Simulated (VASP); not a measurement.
# TiSi16 (a cell with a defect): single point with PBE

The system is TiSi16 (a cell with a defect).

```
Si Ti
1.0
     0.00000    5.43000    5.43000
     5.43000    0.00000    5.43000
     5.43000    5.43000    0.00000
Si Ti
16 1
Direct
  0.97445 0.02250 0.02876
  0.16981 0.10776 0.11224
  0.02413 0.99262 0.49041
  0.09140 0.12904 0.65855
  0.07003 0.49167 0.97172
  0.12945 0.64155 0.14026
  0.97306 0.50070 0.53899
  0.15448 0.61063 0.60175
  0.54756 0.01049 0.98563
  0.60856 0.14886 0.19777
  0.43369 0.99964 0.59962
  0.64378 0.11770 0.61599
  0.49055 0.50214 0.01208
  0.70951 0.64949 0.00452
  0.52690 0.47826 0.44110
  0.57105 0.62917 0.64880
  0.71865 0.76988 0.25531
```

| Property | Result |
| --- | --- |
| Program | VASP 6.6.1 |
| Task | single point |
| Functional | PBE |
| Potentials or basis | VASP PAW PBE potentials, release 64 (Si, Ti_sv) |
| Cutoff | 400 eV |
| k mesh | 2 × 2 × 2 |
| Occupations | fermi-dirac, width 0.05 eV |
| Spin | no spin polarisation |

```
Pressure               : 2.8 GPa
Largest force          : 2.655 eV/Å
Band gap on the k mesh : zero (band 38 reaches 6.95 eV, above the bottom of band 39 at 6.57 eV)
```

Forces in eV/Å, atoms in the order of the input:
```
Si  -0.485  0.287  0.361
Si   0.799 -0.051  0.267
Si  -0.353 -0.030 -0.322
Si   0.666 -1.385 -0.845
Si   0.138  0.274 -0.399
Si   0.425 -0.086 -0.916
Si  -0.287 -1.243 -0.226
Si   0.684  0.134  0.787
Si   0.296 -1.073 -0.031
Si   0.307 -0.209 -0.811
Si  -2.281  0.832  1.073
Si   0.042  0.739  0.394
Si   0.271  0.518  0.655
Si   0.274 -0.243 -1.137
Si   0.502 -0.505  0.807
Si  -0.633  0.087  0.336
Ti  -0.368  1.954  0.008
```

Stress tensor (GPa, compression positive):
```
 0.17 -1.14 -0.17
-1.14  5.16  0.19
-0.17  0.19  2.97
```

Levels at points of the mesh, in eV from the Fermi level:
```tsv
k point	band 35	band 36	band 37	band 38	band 39	band 40	band 41	band 42
(0.00, 0.00, 0.00)	-0.86	-0.80	-0.58	-0.52	-0.25	-0.10	0.04	0.37
(0.50, 0.00, 0.00)	-1.32	-1.04	-0.41	-0.12	0.03	0.50	0.68	0.96
(0.00, 0.50, 0.00)	-1.48	-1.11	-0.23	-0.11	0.28	0.39	0.55	0.91
(0.00, 0.00, 0.50)	-1.36	-1.21	-0.43	-0.07	0.23	0.31	0.46	0.94
(0.50, 0.50, 0.50)	-1.07	-0.91	-0.42	-0.05	0.15	0.35	0.49	0.65
(0.50, 0.50, 0.00)	-1.65	-1.56	-0.37	0.08	0.53	0.82	1.00	1.14
(0.00, 0.50, 0.50)	-1.52	-1.39	-0.49	-0.07	0.59	0.75	0.91	1.15
(0.50, 0.00, 0.50)	-1.55	-1.52	-0.39	0.13	0.48	0.80	0.96	1.09
```

Wall time 70 s on 1 thread of Intel(R) Xeon(R) 6975P-C (Granite Rapids), with other jobs on the host, peak memory 0.36 GiB.

Caveat: the k points lie up to 0.50 Å⁻¹ apart.
